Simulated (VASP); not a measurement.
Set up this calculation in VASP 6.6.1, as the native input.

```yaml
Task: single point
Functional: PBE
Dispersion: D3(BJ)
Potentials_or_basis: VASP PAW PBE potentials, release 64 (Si, F)
Cutoff: 520 eV
k_mesh: 9 × 9 × 1
Occupations: gaussian, width 0.05 eV
Spin: collinear spin
Starting_moments: "[0.0, 0.0, 0.0, 0.0, 1.0] μB"
Dipole_correction: yes
Further_INCAR_settings: ALGO = Normal; EDIFF = 1e-06; NBANDS = 24
```

The structure of Si4F lies in POSCAR:

```
Si4F
1.0
    3.8333442603      0.0000000000      0.0000000000
   -1.9166721302      3.3197735109      0.0000000000
    0.0000000000      0.0000000000     20.9083834853
Si F
4 1
Direct
    0.3333333333      0.6666666667      0.1913108205
    0.0000000000      0.0000000000      0.2287349533
    0.0000000000      0.0000000000      0.3468742271
    0.6666666667      0.3333333333      0.3782398334
    0.8333333333      1.0000000000      0.4834607846
```

One way to write it, as run:

INCAR

```
SYSTEM = Si4F
ALGO = Normal ; DIPOL = 0.5 0.5 0.326
EDIFF = 1E-6 ; ENCUT = 520
GGA = PE ; IDIPOL = 3
ISIF = 2 ; ISMEAR = 0
ISPIN = 2 ; IVDW = 12
LASPH = .True. ; LCHARG = .False.
LDIPOL = .True. ; LORBIT = 11
LREAL = .False. ; LWAVE = .False.
MAGMOM = 0 0 0 0 1 ; NBANDS = 24
NELM = 150 ; PREC = Accurate
SIGMA = 0.05
```

KPOINTS

```
k-points
0
Gamma
  9 9 1
  0 0 0
```

Potentials or basis: VASP PAW PBE potentials, release 64 (Si, F).

Run with:

```bash
$ cat potpaw_PBE.64/Si/POTCAR potpaw_PBE.64/F/POTCAR > POTCAR
$ mpirun -np 1 vasp_std > vasp.out
```

Results of the run:

```
Largest force                                         : 2.306 eV/Å
Net moment                                            : 0.95 μB per cell
Site moments                                          : Si +0.18, +0.01, +0.04, +0.02; F +0.23 μB
Valence electrons inside the program's atomic spheres : Si 1.65, 1.66, 1.68, 1.59; F 5.89
Dispersion energy per atom                            : -0.216 eV
```

Wall time 15 min on 1 thread of Intel(R) Xeon(R) 6975P-C (Granite Rapids), with other jobs on the host, peak memory 0.73 GiB.
